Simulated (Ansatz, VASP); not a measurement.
# Two plane-wave programs on Au

INCAR

```
  PREC = Accurate
  ENCUT = 400
  EDIFF = 1E-8
  ISMEAR = -1
  SIGMA = 0.03
  LREAL = False
  LASPH = True
  NELM = 120
  ALGO = Normal
  ISIF = 2
  LWAVE = False
  LCHARG = False
  GGA = PS
  LEFG = True
  NBANDS = 26
  GGA_COMPAT = False
```

The input KPOINTS:

```
regular mesh
0
Gamma
  14 14 8
```

The input POSCAR:

```
Au
1.0
    2.9568755643      0.0000000000      0.0000000000
   -1.4784377821      2.5607293545      0.0000000000
    0.0000000000      0.0000000000      4.9757105734
Au
2
Direct
    0.3333333333      0.6666666667      0.7500000000
    0.6666666667      0.3333333333      0.2500000000
```

Input for Ansatz:

```yaml
crystal:
  lattice:
    - [2.9568755643, 0.0, 0.0]
    - [-1.4784377821, 2.5607293545, 0.0]
    - [0.0, 0.0, 4.9757105734]
  atoms:
    - { symbol: Au, position: [0.3333333333, 0.6666666667, 0.75] }
    - { symbol: Au, position: [0.6666666667, 0.3333333333, 0.25] }
kpoints:
  mp_grid: { grid: [14, 14, 8] }
scf:
  occupations: { method: fermi_dirac, width: 0.03 }
hamiltonian:
  xc: pbesol
  pseudopotentials: { kind: paw }
output:
  forces: true
  stress: true
  eigenvalues: true
  efg: { contact_densities: true }
```

Change from the starting cell: volume scaled by 1.06, PAW files.

Alike in both runs: task electric field gradients; functional PBEsol; k mesh 14 × 14 × 8; occupations fermi-dirac, width 0.03 eV; no spin polarisation.

```csv
,VASP,Ansatz
version,VASP 6.6.1,Ansatz 0.2.0
potentials or method,"VASP PAW PBE potentials, release 64 (Au_sv_GW)","PAW with Ansatz's default frozen-core files, scalar-relativistic"
plane-wave cutoff (eV),400,420
valence electrons in the cell,38,38
```

```tsv
	VASP	Ansatz	Ansatz less VASP
size of Vzz on the site where it differs most (V/Å²)	11.8	6.3	-5.41
```

VASP's potentials were made for PBE, not for PBEsol.

Neither program's run includes spin-orbit coupling.
